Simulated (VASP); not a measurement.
Set up this calculation in VASP 6.6.1, as the native input.

```
Task                   : single point
Functional             : PBE
Potentials or basis    : VASP PAW PBE potentials, release 64 (Hf_pv, N)
Cutoff                 : 520 eV
k mesh                 : 6 × 6 × 6
Occupations            : gaussian, width 0.1 eV
Spin                   : no spin polarisation
Dipole correction      : no
Further INCAR settings : ALGO = Normal; EDIFF = 1e-06; NBANDS = 30
```

The structure of Hf4N lies in POSCAR:

```
Hf4N
1.0
   -2.2469529507      2.2469529507      4.5976960173
    2.2469529507     -2.2469529507      4.5976960173
    2.2469529507      2.2469529507     -4.5976960173
Hf N
4 1
Direct
    0.7583473975      0.7583473975      0.0000000000
    0.5000000000      0.0000000000      0.5000000000
    0.0000000000      0.5000000000      0.5000000000
    0.2416526025      0.2416526025      0.0000000000
    0.0000000000      0.0000000000      0.0000000000
```

The cell was generated, and may not be a known phase.

These files were run (other wordings do the same):

INCAR

```
SYSTEM = Hf4N
ALGO = Normal
EDIFF = 1E-6
ENCUT = 520
GGA = PE
ISIF = 2
ISMEAR = 0
LASPH = .TRUE.
LCHARG = .FALSE.
LREAL = .FALSE.
LWAVE = .FALSE.
NBANDS = 30
NELM = 80
PREC = Accurate
SIGMA = 0.1
```

KPOINTS

```
k-points
0
G
  6 6 6
  0 0 0
```

Potentials or basis: VASP PAW PBE potentials, release 64 (Hf_pv, N).

Run with:

```sh
$ cat potpaw_PBE.64/Hf_pv/POTCAR potpaw_PBE.64/N/POTCAR > POTCAR
$ mpirun -np 1 vasp_std > vasp.out
```

Results of the run:

```
Pressure               : -0.8 GPa
Largest force          : 0.072 eV/Å
Band gap on the k mesh : zero (an odd number of electrons rules out a gap without spin polarisation)
```

Caveat: spin-orbit coupling is left out, which moves the levels of the heavy elements.

Run time: 2.2 min on 1 thread of Intel Xeon 8259CL, on a shared host, peak memory 0.28 GiB.
